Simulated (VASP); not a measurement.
**Tl: single point with r2SCAN**

Tl:

```xyz
2
Lattice="1.8800 3.2562 0.0000 -1.8800 3.2562 0.0000 0.0000 0.0000 5.9038" Properties=species:S:1:pos:R:3 pbc="T T T"
Tl    0.0000    2.1708    1.4760
Tl    0.0000    4.3415    4.4279
```

| Property | Result |
| --- | --- |
| Program | VASP 6.6.1 |
| Task | single point |
| Functional | r2SCAN |
| Potentials or basis | VASP PAW PBE potentials, release 64 (Tl_d) |
| Cutoff | 520 eV |
| k mesh | 6 × 6 × 3 |
| Occupations | tetrahedron |
| Spin | no spin polarisation |

- Pressure: -3.6 GPa
- Largest force: 0.018 eV/Å
- Band gap on the k mesh: zero (bands 13 and 14 overlap by 1.82 eV)

Forces on the atoms (eV/Å):
```
Tl   0.000  0.018  0.000
Tl   0.000 -0.018  0.000
```

Stress tensor (GPa, compression positive):
```
-3.58  0.00  0.00
 0.00 -3.24  0.00
 0.00  0.00 -3.92
```

Levels at points of the mesh, in eV from the Fermi level:
```tsv
k point	band 11	band 12	band 13	band 14	band 15	band 16
(0.00, 0.00, 0.00)	-9.15	-5.46	-2.10	6.39	6.39	8.10
(0.50, 0.00, 0.00)	-6.08	-4.96	-0.88	0.56	1.25	3.28
(0.50, 0.50, 0.00)	-6.08	-4.96	-0.88	0.56	1.25	3.28
```

Run time: 100 s on 1 thread of Intel(R) Xeon(R) Platinum 8488C (Sapphire Rapids) (shared host), peak memory 0.2 GiB.

Caveat: the cell stands under tension; the PAW data sets were made with another functional, which shifts forces and pressure a little; spin-orbit coupling is left out, which moves the levels of the heavy elements; tetrahedron occupations give inexact forces and stress in metals.
